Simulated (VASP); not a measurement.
# P in VASP: further runs

Aim: see how the results for P move with the level of theory and the settings. Levels: PBEsol, LDA. Tasks: single point.

All numbers are computed with VASP 6.6.1; they aren't measurements. Logs are shortened: lines on timing, memory, paths and dates and some standing lists are left out, and cuts for length are marked.

### 1 The cell of the first run

The cell holds a slab with vacuum, 4 atoms: a = 3.415 Å, b = 36.251 Å, c = 4.632 Å, α = 90.00°, β = 90.00°, γ = 90.00°.

### 2 Single point, PBEsol

INCAR

```
PREC = Accurate ; ENCUT = 520
EDIFF = 1E-6 ; ISMEAR = -1
SIGMA = 0.05 ; LREAL = False
LASPH = True ; NELM = 80
ALGO = Normal ; ISIF = 2
LWAVE = False ; LCHARG = False
GGA = PS ; NBANDS = 18
```

KPOINTS

```
Automatic mesh
0
Gamma
  7 1 5
```

POSCAR

```
P
1.0
    3.4150768288      0.0000000000      0.0000000000
    0.0000000000     36.2513122296      0.0000000000
    0.0000000000      0.0000000000      4.6320847100
P
4
Direct
    0.5000000000      0.9713508666      0.9087897524
    0.5000000000      0.0286491334      0.0912102476
    0.0000000000      0.0286491334      0.4087897524
    0.0000000000      0.9713508666      0.5912102476
```

Potentials or basis: VASP PAW PBE potentials, release 64 (P).

On the command line:

```console
$ cat potpaw_PBE.64/P/POTCAR > POTCAR
$ mpirun -np 1 vasp_std > vasp.out
```

OUTCAR:

```text
PREC = Accurate
   ENCUT = 520
   EDIFF = 1E-6
   ISMEAR = -1
   LREAL = False
   LASPH = True
   NELM = 80
   ISIF = 2
   GGA = PS

 ion  position               nearest neighbor table
   1  0.500  0.971  0.909-   2 2.24   4 2.25   4 2.25
   2  0.500  0.029  0.091-   1 2.24   3 2.25   3 2.25
   3  0.000  0.029  0.409-   4 2.24   2 2.25   2 2.25
   4  0.000  0.971  0.591-   3 2.24   1 2.25   1 2.25

  LATTYP: Found a simple orthorhombic cell.
 ALAT       =     3.4150768288
 B/A-ratio  =     1.3563632510
 C/A-ratio  =    10.6150795566

  Lattice vectors:

 A1 = (  -3.4150768288,   0.0000000000,   0.0000000000)
 A2 = (   0.0000000000,   0.0000000000,   4.6320847100)
 A3 = (   0.0000000000,  36.2513122296,   0.0000000000)

Analysis of symmetry for initial positions (statically):
=====================================================================
 Subroutine PRICEL returns:
 Original cell was already a primitive cell.

 Routine SETGRP: Setting up the symmetry group for a
 simple orthorhombic supercell.

 Subroutine GETGRP returns: Found  8 space group operations
 (whereof  4 operations were pure point group operations)
 out of a pool of  8 trial point group operations.

The static configuration has the point symmetry C_2h.
 The point group associated with its full space group is D_2h.

Analysis of symmetry for dynamics (positions and initial velocities):
=====================================================================
 Subroutine PRICEL returns:
 Original cell was already a primitive cell.

 Routine SETGRP: Setting up the symmetry group for a
 simple orthorhombic supercell.

 Subroutine GETGRP returns: Found  8 space group operations
 (whereof  4 operations were pure point group operations)
 out of a pool of  8 trial point group operations.

The dynamic configuration has the point symmetry C_2h.
 The point group associated with its full space group is D_2h.

 Subroutine INISYM returns: Found  8 space group operations
 (whereof  4 operations are pure point group operations),
 and found     1 'primitive' translations

----------------------------------------------------------------------------------------

                                     Primitive cell

  volume of cell :     573.4568
[... 69 lines left out ...]
   NGXF,Y,Z  is equivalent  to a cutoff of  27.26, 24.76, 25.84 a.u.
 SYSTEM =  unknown system
   PREC   = accura    normal or accurate (medium, high low for compatibility)
   ISTART =      0    job   : 0-new  1-cont  2-samecut
   ICHARG =      2    charge: 1-file 2-atom 10-const
   ISPIN  =      1    spin polarized calculation?
   LNONCOLLINEAR =      F non collinear calculations
   LSORBIT =      F    spin-orbit coupling
   LASPH  =      T    aspherical Exc in radial PAW
   ENCUT  =  520.0 eV  38.22 Ry    6.18 a.u.   6.35 67.40  8.61*2*pi/ulx,y,z
   NELM   =     80;   NELMIN=  2; NELMDL= -5     # of ELM steps
   EDIFF  = 0.1E-05   stopping-criterion for ELM
   LREAL  =      F    real-space projection
[... 7 lines left out ...]
   TEBEG  =    0.0;   TEEND  =   0.0 temperature during run
   PSTRESS=    0.0 pullay stress
   NELECT =      20.0000    total number of electrons
   NUPDOWN=      -1.0000    fix difference up-down
   EMIN   =  10.00;   EMAX   =-10.00  energy-range for DOS
   EFERMI =   0.00;   METHOD = LEGACY
   ISMEAR =    -1;   SIGMA  =   0.05  broadening in eV -4-tet -1-fermi 0-gaus
   EFERMI_NEDOS =   21; number of points for ismear=-14 and -15
   IALGO  =     38    algorithm
   IMIX   =      4    mixing-type and parameters
     AMIX     =   0.40;   BMIX     =  1.00
     AMIX_MAG =   1.60;   BMIX_MAG =  1.00
  volume/ion in A,a.u.               =     143.36       967.47
  Fermi-wavevector in a.u.,A,eV,Ry     =   0.534874  1.010765  3.892489  0.286090
  Thomas-Fermi vector in A             =   1.559479
   LORBIT       =      0    0 simple, 1 ext, 2 COOP (PROOUT), +10 PAW based schemes
   GGA     = PS    functional components
   LHFCALC =     F    Hartree Fock is set to
   AEXX    =    0.0000 exact exchange contribution
   IVDW    =     0    specifies the selected vdW correction
   LEPSILON=     F    determine dielectric tensor
   LRPA    =     F    only Hartree local field effects (RPA)
 non-spin polarized calculation
  energy-cutoff  :      520.00
  volume of cell :      573.46
 maximum number of plane-waves:     15513
 NGX is ok and might be reduce to    28
   NGX = 13   NGY =135   NGZ = 17

 number of electron      20.0000004 magnetization

 Free energy of the ion-electron system (eV)
  ---------------------------------------------------
  ext. energy  EPLUGINS =         0.00000000
  ---------------------------------------------------
  free energy    TOTEN  =       -22.71769574 eV

  energy without entropy =      -22.71769373  energy(sigma->0) =      -22.71769473

 E-fermi :  -3.0686     XC(G=0):  -1.6830

 val. band max:       -3.6012183261   @ k =   0.0000   0.0000   0.0000
 cond. band min:      -2.4975970148   @ k =   0.0000   0.0000   0.0000
 fundamental gap:      1.1036213113
 Fermi energy:        -3.0686018508

 k-point     1 :       0.0000    0.0000    0.0000
  band No.  band energies     occupation
      1     -18.3884      2.00000
      2     -15.8156      2.00000
      3     -12.8633      2.00000
      4      -9.1256      2.00000
      5      -8.2339      2.00000
      6      -7.9785      2.00000
[... 229 lines left out ...]
      5      -9.0557      2.00000
      6      -8.5513      2.00000
[... 10 lines left out ...]
     17       2.4495      0.00000
     18       3.0434      0.00000

------------------------ aborting loop because EDIFF is reached ----------------------------------------

  FORCE on cell =-STRESS in cart. coord.  units (eV):
  Direction    XX          YY          ZZ          XY          YZ          ZX
  --------------------------------------------------------------------------------------
  -------------------------------------------------------------------------------------
  Total       -4.2746345     -0.1146142     -1.6164603      0.0000000     -0.0000000      0.0000000
  in kB      -11.9428745     -0.3202199     -4.5162183      0.0000000     -0.0000000      0.0000000
  external PRESSURE =      -5.5931043 kB  Pullay stress =       0.0000000 kB

 VOLUME and BASIS-vectors are now :
 -----------------------------------------------------------------------------
  energy-cutoff  :      520.00
  volume of cell :      573.46
      direct lattice vectors                 reciprocal lattice vectors
     3.415076829  0.000000000  0.000000000     0.292819181  0.000000000  0.000000000
     0.000000000 36.251312230  0.000000000     0.000000000  0.027585208  0.000000000
     0.000000000  0.000000000  4.632084710     0.000000000  0.000000000  0.215885516

 POSITION                                       TOTAL-FORCE (eV/Angst)
 -----------------------------------------------------------------------------------
      1.70754     35.21274      4.20959        -0.000000      0.024142     -0.011659
      1.70754      1.03857      0.42249         0.000000     -0.024142      0.011659
      0.00000      1.03857      1.89355        -0.000000     -0.024142     -0.011659
      0.00000     35.21274      2.73854         0.000000      0.024142      0.011659
 -----------------------------------------------------------------------------------
    total drift:                               -0.000000      0.000000     -0.000000

  FREE ENERGIE OF THE ION-ELECTRON SYSTEM (eV)
  ---------------------------------------------------
  free  energy   TOTEN  =       -22.7176957399 eV

  energy  without entropy=      -22.7176937293  energy(sigma->0) =      -22.71769473
```

OSZICAR:

```text
N       E                     dE             d eps       ncg     rms          rms(c)
DAV:   1     0.136270743596E+03    0.13627E+03   -0.53396E+03   432   0.710E+02
DAV:   2    -0.357682698833E+01   -0.13985E+03   -0.12920E+03   708   0.128E+02
DAV:   3    -0.224900388257E+02   -0.18913E+02   -0.18797E+02   584   0.573E+01
[... 13 lines left out ...]
DAV:  17    -0.227176649532E+02   -0.13815E-04   -0.17096E-07   492   0.189E-03    0.243E-03
DAV:  18    -0.227176860001E+02   -0.21047E-04   -0.52826E-07   432   0.215E-03    0.362E-03
DAV:  19    -0.227176887823E+02   -0.27821E-05   -0.25496E-08   484   0.622E-04    0.132E-03
DAV:  20    -0.227176950606E+02   -0.62784E-05   -0.18351E-07   432   0.117E-03    0.236E-03
DAV:  21    -0.227176957399E+02   -0.67930E-06   -0.86362E-09   460   0.396E-04
   1 F= -.22717696E+02 E0= -.22717695E+02  d E =-.201062E-05
```

Run time: 96 s. Hardware: 1 thread of Intel Xeon 6975P-C (Granite Rapids), shared host; peak memory 0.59 GiB.

Results:

| Property | Result |
| --- | --- |
| Free energy | -22.7177 eV |
| Largest force | 0.027 eV/Å |
| Band gap on the k mesh | 1.10 eV, direct |

Forces on the atoms (eV/Å):
```
P    0.000  0.024 -0.012
P    0.000 -0.024  0.012
P    0.000 -0.024 -0.012
P    0.000  0.024  0.012
```

Caveat: the PAW data sets were made with another functional, which shifts forces and pressure a little.

### 3 Single point, LDA

This run uses another cell than the first one, of 132.55 Å³/atom, 0.925 times its volume.

INCAR

```
ALGO = Normal
EDIFF = 1E-6
ENCUT = 520
GGA = CA
ISIF = 2
ISMEAR = -1
LASPH = True
LCHARG = True
LELF = True
LREAL = False
LVHAR = True
LWAVE = False
NBANDS = 18
NELM = 80
PREC = Accurate
SIGMA = 0.05
```

KPOINTS

```
k-points
0
Gamma
  8 1 6
```

POSCAR

```
P
1.0
    3.2837277200      0.0000000000      0.0000000000
    0.0000000000     34.8570309900      0.0000000000
    0.0000000000      0.0000000000      4.6320847100
P
4
Direct
    0.5000000000      0.9702614300      0.9078492800
    0.5000000000      0.0297385700      0.0921507200
    0.0000000000      0.0297385700      0.4078492800
    0.0000000000      0.9702614300      0.5921507200
```

Potentials or basis: VASP PAW LDA potentials, release 64 (P).

On the command line:

```console
$ cat potpaw_LDA.64/P/POTCAR > POTCAR
$ mpirun -np 1 vasp_std > vasp.out
```

Run time: 6.5 min. Hardware: 1 thread of AMD EPYC 7R43 (Zen 3), shared host; peak memory 0.43 GiB.

It converged, with:

- Free energy: -23.7121 eV
- Largest force: 0.150 eV/Å
- Band gap on the k mesh: 0.85 eV, direct

Forces on the atoms (eV/Å):
```
P    0.000  0.064  0.136
P    0.000 -0.064 -0.136
P    0.000 -0.064  0.136
P    0.000  0.064 -0.136
```

Levels at points of the mesh, in eV from the valence-band top:
```
           k point  band 6  band 7  band 8  band 9  band 10  band 11  band 12  band 13  band 14  band 15
(0.00, 0.00, 0.00)   -4.63   -3.48   -1.89   -1.69     0.00     0.85     1.45     2.54     3.25     4.40
(0.50, 0.00, 0.00)   -5.12   -2.76   -2.76   -2.00    -2.00     1.11     1.11     2.15     2.15     3.74
(0.00, 0.00, 0.50)   -2.95   -2.69   -2.69   -1.41    -1.41     1.98     1.98     3.64     3.64     3.68
(0.50, 0.00, 0.50)   -5.08   -4.59   -4.59   -1.08    -1.08     2.26     2.26     3.72     3.72     5.10
```

### 4 Single point, PBEsol (atoms moved at random)

INCAR

```
PREC = Accurate
ENCUT = 520
EDIFF = 1E-7
ISMEAR = -1
SIGMA = 0.05
LREAL = F
LASPH = T
NELM = 80
ALGO = Normal
ISIF = 2
LWAVE = F
LCHARG = T
GGA = PS
LELF = T
LVHAR = T
NBANDS = 18
```

KPOINTS

```
Automatic mesh
0
Gamma
  8 1 6
```

POSCAR

```
P
1.0
    3.2837277200      0.0000000000      0.0000000000
    0.0000000000     34.8570309900      0.0000000000
    0.0000000000      0.0000000000      4.6320847100
P
4
Direct
    0.5012240000      0.9711420000      0.9154370000
    0.4966880000      0.0305910000      0.0847350000
    0.0075000000      0.0287940000      0.4114240000
   -0.0118830000      0.9699380000      0.5999270000
```

Potentials or basis: VASP PAW PBE potentials, release 64 (P).

On the command line:

```console
$ cat potpaw_PBE.64/P/POTCAR > POTCAR
$ mpirun -np 1 vasp_std > vasp.out
```

It took 10 min on 1 thread of Oxide Virtual Turin-like, shared host; peak memory 0.54 GiB.

The run converged. Its results:

```
Free energy            : -22.7813 eV
Largest force          : 0.716 eV/Å
Band gap on the k mesh : 1.04 eV, indirect (the least direct gap lies 3.3 meV higher)
```

Forces in eV/Å, atoms in the order of the input:
```
P   -0.430 -0.137  0.150
P    0.293  0.026  0.480
P   -0.394  0.357 -0.218
P    0.531 -0.246 -0.412
```

Levels at points of the mesh, in eV from the valence-band top:
```csv
k point,band 8,band 9,band 10,band 11,band 12,band 13
"(0.00, 0.00, 0.00)",-1.73,-1.50,0.00,1.05,1.59,2.67
"(0.50, 0.00, 0.00)",-2.66,-1.99,-1.91,1.04,1.33,2.07
"(0.00, 0.00, 0.50)",-2.33,-1.41,-1.31,2.06,2.20,3.62
"(0.50, 0.00, 0.50)",-4.53,-1.12,-0.95,2.32,2.63,3.57
```

Caveat: the cell differs from its parent crystal (atoms moved at random); the PAW data sets were made with another functional, which shifts forces and pressure a little.

### 5 Summary

| level | potentials or basis | cell | k mesh | gap on the mesh (eV) | largest force (eV/Å) |
| --- | --- | --- | --- | --- | --- |
| PBEsol | VASP PAW PBE potentials, release 64 (P) | a = 3.415, b = 36.251, c = 4.632 Å, 4 atoms | 7 × 1 × 5 | 1.10 | 0.03 |
| LDA | VASP PAW LDA potentials, release 64 (P) | a = 3.284, b = 34.857, c = 4.632 Å, 4 atoms | 8 × 1 × 6 | 0.85 | 0.15 |
| PBEsol | VASP PAW PBE potentials, release 64 (P) | a = 3.284, b = 34.857, c = 4.632 Å, 4 atoms | 8 × 1 × 6 | 1.04 | 0.72 |

Some of these runs hold the atoms at other places in the same cell, which the table doesn't show; runs alike in all that it shows share one row.

Alike in all rows: task single point; no spin polarisation; cutoff (eV) 520; smearing fermi-dirac 0.05 eV.

Caveats: the PAW data sets were made with another functional, which shifts forces and pressure a little (some runs).

Absolute energies hang on the potentials; compare differences alone.
